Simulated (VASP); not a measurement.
CdSi2: relaxation of cell and atoms with PBE

The system is CdSi2.

```
Cd Si
1.0
     5.25687    0.00000    0.00000
     0.00000    5.25687    0.00000
     0.00000    0.00000    5.27062
Cd Si
2 4
Direct
  0.00000 0.00000 0.00000
  0.50000 0.50000 0.50000
  0.34879 0.34879 0.00000
  0.15121 0.84879 0.50000
  0.65121 0.65121 0.00000
  0.84879 0.15121 0.50000
```

| Item | Value |
| --- | --- |
| Program | VASP 6.6.1 |
| Task | relaxation of cell and atoms |
| Functional | PBE |
| Potentials or basis | VASP PAW PBE potentials, release 64 (Cd, Si) |
| Cutoff | 600 eV |
| k mesh | 8 × 8 × 8 |
| Occupations | gaussian, width 0.1 eV |
| Spin | no spin polarisation |
| Dipole correction | no |
| Further INCAR settings | ALGO = Normal; EDIFF = 1e-06; IBRION = 2; EDIFFG = -0.01; NSW = 100; ISIF = 3 |

```yaml
Relaxed_volume: 24.52 Å³/atom
Relaxed_cell: a = 5.238 Å, b = 5.238 Å, c = 5.362 Å, α = 90.00°, β = 90.00°, γ = 90.00°
Space_group_after_relaxing_to_0.1_Å: P4_2/mnm (No. 136)
Energy_gained_by_relaxing: 1.5 meV/atom
Ionic_steps: 7
Pressure_after_relaxing: 0.0 GPa
Band_gap_on_the_k_mesh: zero (bands 20 and 21 overlap by 1.46 eV)
```

Step by step:
| step | energy change (eV) | largest force (eV/Å) | pressure (GPa) | volume (Å³) |
| --- | --- | --- | --- | --- |
| 1 | 0.0000 | 0.0954 | 0.22 | 145.65 |
| 2 | -0.0061 | 0.0280 | 0.12 | 146.34 |
| 3 | -0.0086 | 0.0477 | 0.05 | 147.03 |
| 4 | -0.0087 | 0.0611 | 0.04 | 147.14 |
| 5 | -0.0092 | 0.0166 | -0.10 | 147.41 |
| 6 | -0.0092 | 0.0034 | -0.07 | 147.36 |
| 7 | -0.0093 | 0.0011 | 0.00 | 147.14 |

Final structure:
```
CELL_PARAMETERS angstrom
5.23816 0.00000 0.00000
0.00000 5.23816 0.00000
0.00000 0.00000 5.36242
ATOMIC_POSITIONS crystal
Cd 0.00000 0.00000 0.00000
Cd 0.50000 0.50000 0.50000
Si 0.34977 0.34977 0.00000
Si 0.15023 0.84977 0.50000
Si 0.65023 0.65023 0.00000
Si 0.84977 0.15023 0.50000
```

Levels at points of the mesh, in eV from the Fermi level:
| k point | band 17 | band 18 | band 19 | band 20 | band 21 | band 22 | band 23 | band 24 |
| --- | --- | --- | --- | --- | --- | --- | --- | --- |
| (0.00, 0.00, 0.00) | -2.28 | -0.94 | -0.87 | -0.37 | -0.37 | 1.87 | 1.87 | 1.98 |
| (0.50, 0.00, 0.00) | -2.66 | -2.66 | -1.16 | -1.16 | 0.29 | 0.29 | 1.71 | 1.71 |
| (0.50, 0.50, 0.00) | -2.41 | -2.41 | -1.70 | -1.70 | 0.91 | 0.91 | 2.80 | 2.80 |
| (0.00, 0.00, 0.50) | -1.17 | -1.17 | 0.12 | 0.12 | 0.50 | 0.50 | 1.28 | 1.28 |
| (0.50, 0.00, 0.50) | -2.26 | -2.26 | -0.70 | -0.70 | -0.62 | -0.62 | 2.31 | 2.31 |
| (0.50, 0.50, 0.50) | -3.12 | -3.12 | 0.84 | 0.84 | 2.32 | 2.32 | 3.37 | 3.37 |

Run time: 24 min on 1 thread of Intel Xeon 8259CL, on a shared host, peak memory 0.47 GiB.
